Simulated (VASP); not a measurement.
Write the native input for VASP 6.6.1 that does the following.

```yaml
Task: single point
Functional: PBE
Potentials_or_basis: VASP PAW PBE potentials, release 64 (Hf_pv, Ti_sv, H)
Cutoff: 520 eV
k_mesh: 6 × 6 × 6
Occupations: gaussian, width 0.1 eV
Spin: no spin polarisation
Dipole_correction: no
Further_INCAR_settings: ALGO = Normal; EDIFF = 1e-07; NBANDS = 24
```

The structure of HfTiH6 lies in POSCAR:

```
HfTiH6
1.0
    2.6170299040      1.5109429195      2.2810869556
   -2.6170299040      1.5109429195      2.2810869556
    0.0000000000     -3.0218858390      2.2810869556
Hf Ti H
1 1 6
Direct
    0.0000000000      0.0000000000      0.0000000000
    0.5000000000      0.5000000000      0.5000000000
    0.3568346074      0.3568346074      0.9834364019
    0.9834364019      0.3568346074      0.3568346074
    0.3568346074      0.9834364019      0.3568346074
    0.0165635981      0.6431653926      0.6431653926
    0.6431653926      0.6431653926      0.0165635981
    0.6431653926      0.0165635981      0.6431653926
```

One way to write it, as run:

INCAR

```
SYSTEM = HfTiH6
PREC = Accurate
ENCUT = 520
EDIFF = 1E-7
ISMEAR = 0
SIGMA = 0.1
LREAL = .FALSE.
LASPH = .TRUE.
NELM = 80
ALGO = Normal
ISIF = 2
LWAVE = .FALSE.
LCHARG = .FALSE.
GGA = PE
NBANDS = 24
```

KPOINTS

```
regular mesh
0
G
  6 6 6
  0 0 0
```

Potentials or basis: VASP PAW PBE potentials, release 64 (Hf_pv, Ti_sv, H).

Launch:

```sh
$ cat potpaw_PBE.64/Hf_pv/POTCAR potpaw_PBE.64/Ti_sv/POTCAR potpaw_PBE.64/H/POTCAR > POTCAR
$ mpirun -np 1 vasp_std > vasp.out
```

It gave:

- Pressure: -0.5 GPa
- Band gap on the k mesh: zero (bands 14 and 15 overlap by 1.41 eV)

Caveat: spin-orbit coupling is left out, which moves the levels of the heavy elements.

Run time: 54 s on 1 thread of AMD EPYC 7R43 64-Core Processor (Zen 3), on a shared host, peak memory 0.15 GiB.
